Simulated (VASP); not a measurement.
# Mg2Sn (Fm-3m) in VASP: single point with PBE

Aim: the single point of Mg2Sn with PBE.

All numbers are computed with VASP 6.6.1; they aren't measurements. Logs are shortened: lines on timing, memory, paths and dates and some standing lists are left out, and cuts for length are marked.

## (1) The cell of the first run

It takes space group Fm-3m (No. 225, cubic). The conventional cell has a = 6.760 Å, b = 6.760 Å, c = 6.760 Å, α = 90.00°, β = 90.00°, γ = 90.00°. Sn (site symmetry m-3m) has 8 Mg at 2.93 Å within 3.9 Å. Within 3.9 Å of Mg (site symmetry -43m) lie 4 Sn at 2.93 Å and 6 Mg at 3.38 Å.

## (2) Single point, PBE, non-collinear spin, zero start, spin-orbit coupling

Contents of INCAR:

```
PREC     = Accurate       # precision mode
ENCUT    = 600            # plane-wave cutoff, eV
EDIFF    = 1E-6           # SCF threshold, eV
ISMEAR   = -1             # smearing method
SIGMA    = 0.02           # smearing width, eV
LREAL    = F              # projectors in reciprocal space
LASPH    = T              # aspherical terms in the spheres
NELM     = 200            # most SCF steps
ALGO     = Normal         # electronic algorithm
ISIF     = 2              # what is computed and relaxed
LWAVE    = F              # write WAVECAR
LCHARG   = T              # write CHGCAR
LNONCOLLINEAR= T              # non-collinear magnetism
MAGMOM   = 0 0 0 0 0 0 0 0 0 # initial moments
LORBIT   = 11             # projections on sites
LSORBIT  = T              # spin-orbit coupling
GGA_COMPAT= F            
LORBMOM  = T            
GGA      = PE             # functional
LVHAR    = T            
NBANDS   = 31             # bands
```

Contents of KPOINTS:

```
Automatic mesh
0
Gamma
  6 6 6
```

Contents of POSCAR:

```
Mg2Sn
1.0
    0.0000000000      3.3799352261      3.3799352261
    3.3799352261      0.0000000000      3.3799352261
    3.3799352261      3.3799352261      0.0000000000
Sn Mg
1 2
Direct
    0.0000000000      0.0000000000      0.0000000000
    0.2500000000      0.2500000000      0.2500000000
    0.7500000000      0.7500000000      0.7500000000
```

Potentials or basis: VASP PAW PBE potentials, release 64 (Sn_d, Mg).

Command:

```sh
cat potpaw_PBE.64/Sn_d/POTCAR potpaw_PBE.64/Mg/POTCAR > POTCAR
mpirun -np 1 vasp_ncl > vasp.out
```

OUTCAR:

```text
PREC = Accurate
   ENCUT = 600
   EDIFF = 1E-6
   ISMEAR = -1
   LREAL = F
   LASPH = T
   NELM = 200
   ISIF = 2
   LNONCOLLINEAR = T
   LORBIT = 11
   LSORBIT = T
   GGA = PE

 ion  position               nearest neighbor table
   1  0.000  0.000  0.000-   3 2.93   3 2.93   3 2.93   2 2.93   3 2.93   2 2.93   2 2.93   2 2.93

   2  0.250  0.250  0.250-   1 2.93   1 2.93   1 2.93   1 2.93   3 3.38   3 3.38   3 3.38   3 3.38
                             3 3.38   3 3.38
   3  0.750  0.750  0.750-   1 2.93   1 2.93   1 2.93   1 2.93   2 3.38   2 3.38   2 3.38   2 3.38
                             2 3.38   2 3.38

  LATTYP: Found a face centered cubic cell.
 ALAT       =     6.7598704522

  Lattice vectors:

 A1 = (   0.0000000000,   3.3799352261,   3.3799352261)
 A2 = (   3.3799352261,   0.0000000000,   3.3799352261)
 A3 = (   3.3799352261,   3.3799352261,   0.0000000000)

Analysis of symmetry for initial positions (statically):
=====================================================================
 Subroutine PRICEL returns:
 Original cell was already a primitive cell.

 Routine SETGRP: Setting up the symmetry group for a
 face centered cubic supercell.

 Subroutine GETGRP returns: Found 48 space group operations
 (whereof 48 operations were pure point group operations)
 out of a pool of 48 trial point group operations.

The static configuration has the point symmetry O_h .

Analysis of symmetry for dynamics (positions and initial velocities):
=====================================================================
 Subroutine PRICEL returns:
 Original cell was already a primitive cell.

 Routine SETGRP: Setting up the symmetry group for a
 face centered cubic supercell.

 Subroutine GETGRP returns: Found 48 space group operations
 (whereof 48 operations were pure point group operations)
 out of a pool of 48 trial point group operations.

The dynamic configuration has the point symmetry O_h .

Analysis of structural, dynamic, and magnetic symmetry:
=====================================================================
 Subroutine PRICEL returns:
 Original cell was already a primitive cell.

 Routine SETGRP: Setting up the symmetry group for a
 face centered cubic supercell.

 Subroutine GETGRP returns: Found 48 space group operations
 (whereof 48 operations were pure point group operations)
 out of a pool of 48 trial point group operations.

The overall configuration has the point symmetry O_h .

 Subroutine INISYM returns: Found 48 space group operations
 (whereof 48 operations are pure point group operations),
 and found     1 'primitive' translations

----------------------------------------------------------------------------------------

                                     Primitive cell

  volume of cell :      77.2245

  direct lattice vectors                    reciprocal lattice vectors
     0.000000000  3.379935226  3.379935226    -0.147931829  0.147931829  0.147931829
     3.379935226  0.000000000  3.379935226     0.147931829 -0.147931829  0.147931829
     3.379935226  3.379935226  0.000000000     0.147931829  0.147931829 -0.147931829

  length of vectors
     4.779950237  4.779950237  4.779950237     0.256225444  0.256225444  0.256225444

  position of ions in fractional coordinates (direct lattice)
     0.000000000  0.000000000  0.000000000
     0.250000000  0.250000000  0.250000000
     0.750000000  0.750000000  0.750000000

  ion indices of the primitive-cell ions
   primitive index   ion index
                 1           1
                 2           2
                 3           3

----------------------------------------------------------------------------------------

 KPOINTS: Automatic mesh

Automatic generation of k-mesh.
 Grid dimensions read from file:
 generate k-points for:    6    6    6

 Generating k-lattice:

  Cartesian coordinates                     Fractional coordinates (reciprocal lattice)
[... 93 lines left out ...]

 number of electron      18.0000002 magnetization      -0.0000000     -0.0000000      0.0000000

 Free energy of the ion-electron system (eV)
  ---------------------------------------------------
  ext. energy  EPLUGINS =         0.00000000
  ---------------------------------------------------
  free energy    TOTEN  =        -7.45996552 eV

  energy without entropy =       -7.45934465  energy(sigma->0) =       -7.45965509

 E-fermi :   4.1740     XC(G=0):  -8.7580

 val. band max:        4.1280156933   @ k =   0.1667   0.0000   0.0000
 cond. band min:       4.4476692266   @ k =   0.5000   0.5000   0.0000
 fundamental gap:      0.3196535333
 Fermi energy:         4.1740407445

 k-point     1 :       0.0000    0.0000    0.0000
  band No.  band energies     occupation
      1     -17.2693      1.00000
      2     -17.2693      1.00000
      3     -17.2693      1.00000
      4     -17.2693      1.00000
      5     -16.2533      1.00000
      6     -16.2533      1.00000
[... 517 lines left out ...]
     29      12.2221      0.00000
     30      12.2221      0.00000
 [bands above 30 left out]

------------------------ aborting loop because EDIFF is reached ----------------------------------------

  FORCE on cell =-STRESS in cart. coord.  units (eV):
  Direction    XX          YY          ZZ          XY          YZ          ZX
  --------------------------------------------------------------------------------------
  -------------------------------------------------------------------------------------
  Total        0.4379906      0.4379906      0.4379906      0.0000000     -0.0000000      0.0000000
  in kB        9.0869933      9.0869933      9.0869933      0.0000000     -0.0000000      0.0000000
  external PRESSURE =       9.0869933 kB  Pullay stress =       0.0000000 kB

 VOLUME and BASIS-vectors are now :
 -----------------------------------------------------------------------------
  energy-cutoff  :      600.00
  volume of cell :       77.22
      direct lattice vectors                 reciprocal lattice vectors
     0.000000000  3.379935226  3.379935226    -0.147931829  0.147931829  0.147931829
     3.379935226  0.000000000  3.379935226     0.147931829 -0.147931829  0.147931829
     3.379935226  3.379935226  0.000000000     0.147931829  0.147931829 -0.147931829

 POSITION                                       TOTAL-FORCE (eV/Angst)
 -----------------------------------------------------------------------------------
      0.00000      0.00000      0.00000        -0.000000     -0.000000      0.000000
      1.68997      1.68997      1.68997        -0.000000     -0.000000     -0.000000
      5.06990      5.06990      5.06990         0.000000      0.000000      0.000000
 -----------------------------------------------------------------------------------
    total drift:                               -0.000000     -0.000000     -0.000000

  FREE ENERGIE OF THE ION-ELECTRON SYSTEM (eV)
  ---------------------------------------------------
  free  energy   TOTEN  =        -7.4599655230 eV

  energy  without entropy=       -7.4593446535  energy(sigma->0) =       -7.45965509

 orbital moment (x)

 # of ion     p       d       tot
 ----------------------------------------
  1        -0.000  -0.000  -0.000
  2        -0.000  -0.000  -0.000
  3        -0.000  -0.000  -0.000
 ----------------------------------------
           -0.000  -0.000  -0.000

 orbital moment (y)

 # of ion     p       d       tot
 ----------------------------------------
  1        -0.000   0.000  -0.000
  2         0.000   0.000   0.000
  3        -0.000  -0.000  -0.000
 ----------------------------------------
           -0.000   0.000   0.000

 orbital moment (z)

 # of ion     p       d       tot
 ----------------------------------------
  1         0.000  -0.000  -0.000
  2        -0.000   0.000  -0.000
  3         0.000  -0.000  -0.000
 ----------------------------------------
           -0.000  -0.000  -0.000

 Spin-Orbit-Coupling matrix elements

 Ion:    1  E_soc:     -0.1159114
 l=   1
     0.0000000    -0.0128993    -0.0128993
    -0.0128993     0.0000000    -0.0128993
    -0.0128993    -0.0128993     0.0000000
 l=   2
     0.0000000    -0.0012907     0.0000000    -0.0012907    -0.0051286
    -0.0012907     0.0000000    -0.0038464    -0.0012907    -0.0012821
     0.0000000    -0.0038464     0.0000000    -0.0038464     0.0000000
    -0.0012907    -0.0012907    -0.0038464     0.0000000    -0.0012821
    -0.0051286    -0.0012821     0.0000000    -0.0012821     0.0000000
 l=   3
     0.0000000     0.0000000     0.0000000     0.0000000     0.0000000     0.0000000     0.0000000
     0.0000000     0.0000000     0.0000000     0.0000000     0.0000000     0.0000000     0.0000000
     0.0000000     0.0000000     0.0000000     0.0000000     0.0000000     0.0000000     0.0000000
     0.0000000     0.0000000     0.0000000     0.0000000     0.0000000     0.0000000     0.0000000
[... 29 lines left out ...]
 l=   2
     0.0000000     0.0000000     0.0000000     0.0000000     0.0000000
     0.0000000     0.0000000     0.0000000     0.0000000     0.0000000
     0.0000000     0.0000000     0.0000000     0.0000000     0.0000000
     0.0000000     0.0000000     0.0000000     0.0000000     0.0000000
     0.0000000     0.0000000     0.0000000     0.0000000     0.0000000
 l=   3
     0.0000000     0.0000000     0.0000000     0.0000000     0.0000000     0.0000000     0.0000000
     0.0000000     0.0000000     0.0000000     0.0000000     0.0000000     0.0000000     0.0000000
     0.0000000     0.0000000     0.0000000     0.0000000     0.0000000     0.0000000     0.0000000
     0.0000000     0.0000000     0.0000000     0.0000000     0.0000000     0.0000000     0.0000000
     0.0000000     0.0000000     0.0000000     0.0000000     0.0000000     0.0000000     0.0000000
     0.0000000     0.0000000     0.0000000     0.0000000     0.0000000     0.0000000     0.0000000
     0.0000000     0.0000000     0.0000000     0.0000000     0.0000000     0.0000000     0.0000000

 total charge

# of ion       s       p       d       tot
------------------------------------------
    1        1.127   1.436   9.923  12.486
    2        0.183   0.127   0.019   0.328
    3        0.183   0.127   0.019   0.328
--------------------------------------------------
tot          1.492   1.690   9.960  13.141

 magnetization (x)

# of ion       s       p       d       tot
------------------------------------------
    1        0.000   0.000  -0.000  -0.000
    2        0.000   0.000   0.000   0.000
    3       -0.000   0.000   0.000  -0.000
--------------------------------------------------
tot          0.000   0.000  -0.000  -0.000

 magnetization (y)

# of ion       s       p       d       tot
------------------------------------------
    1        0.000   0.000  -0.000   0.000
    2        0.000   0.000   0.000   0.000
    3       -0.000   0.000   0.000  -0.000
--------------------------------------------------
tot         -0.000   0.000  -0.000  -0.000

 magnetization (z)

# of ion       s       p       d       tot
------------------------------------------
    1        0.000  -0.000  -0.000  -0.000
    2        0.000   0.000  -0.000   0.000
    3       -0.000   0.000  -0.000  -0.000
--------------------------------------------------
tot          0.000  -0.000  -0.000  -0.000
```

It took 1.9 min on 1 thread of AMD EPYC 7R43 (Zen 3), shared host; peak memory 0.48 GiB.

What came out:

```
Free energy                                           : -7.4600 eV
Pressure                                              : 0.9 GPa
Net moment                                            : 0.00 μB per cell
Valence electrons inside the program's atomic spheres : Sn 12.49; Mg 0.33
```

Moments on the atoms (μB; x, y, z):
```
Sn  0.00 0.00 0.00
Mg  0.00 0.00 0.00
Mg  0.00 0.00 0.00
```
